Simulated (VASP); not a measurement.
Wanted: the native input for a VASP 6.6.1 run.

| Item | Value |
| --- | --- |
| Task | relaxation of cell and atoms |
| Functional | PBE |
| Potentials or basis | VASP PAW PBE potentials, release 64 (C, O) |
| Cutoff | 600 eV |
| k mesh | 8 × 8 × 8 |
| Occupations | gaussian, width 0.02 eV |
| Spin | no spin polarisation |
| Dipole correction | no |
| Further INCAR settings | ALGO = Normal; EDIFF = 1e-06; IBRION = 2; EDIFFG = -0.01; NSW = 100; ISIF = 3 |

The structure of CO2 lies in POSCAR:

```
CO2
1.0
    3.3101418257      0.0000000000      0.0000000000
    0.0000000000      3.3101418257      0.0000000000
    0.0000000000      0.0000000000      3.3101418257
C O
2 4
Direct
    0.0000000000      0.0000000000      0.0000000000
    0.5000000000      0.5000000000      0.5000000000
    0.2500000000      0.2500000000      0.2500000000
    0.2500000000      0.7500000000      0.7500000000
    0.7500000000      0.7500000000      0.2500000000
    0.7500000000      0.2500000000      0.7500000000
```

One way to write it, as run:

INCAR

```
SYSTEM = CO2
  PREC = Accurate
  ENCUT = 600
  EDIFF = 1E-6
  ISMEAR = 0
  SIGMA = 0.02
  LREAL = .False.
  LASPH = .True.
  NELM = 100
  ALGO = Normal
  ISIF = 3
  LWAVE = .False.
  LCHARG = .False.
  GGA = PE
  IBRION = 2
  NSW = 100
  EDIFFG = -0.01
```

KPOINTS

```
Automatic mesh
0
Gamma
  8 8 8
  0 0 0
```

Potentials or basis: VASP PAW PBE potentials, release 64 (C, O).

The run is started by

```bash
$ cat potpaw_PBE.64/C/POTCAR potpaw_PBE.64/O/POTCAR > POTCAR
$ mpirun -np 1 vasp_std > vasp.out
```

It gave:

| Quantity | Value |
| --- | --- |
| Relaxed volume | 6.05 Å³/atom |
| Relaxed cell | a = 3.311 Å, b = 3.311 Å, c = 3.311 Å, α = 90.00°, β = 90.00°, γ = 90.00° |
| Space group after relaxing (to 0.05 Å) | Pn-3m (No. 224) |
| Energy gained by relaxing | 0.0 meV/atom |
| Ionic steps | 3 |
| Pressure after relaxing | 0.0 GPa |
| Band gap on the k mesh | 1.19 eV, indirect (least direct gap 1.41 eV) |

It took 33 s on 1 thread of Intel(R) Xeon(R) Platinum 8375C CPU @ 2.90GHz (Ice Lake), with other jobs on the host, peak memory 0.16 GiB.
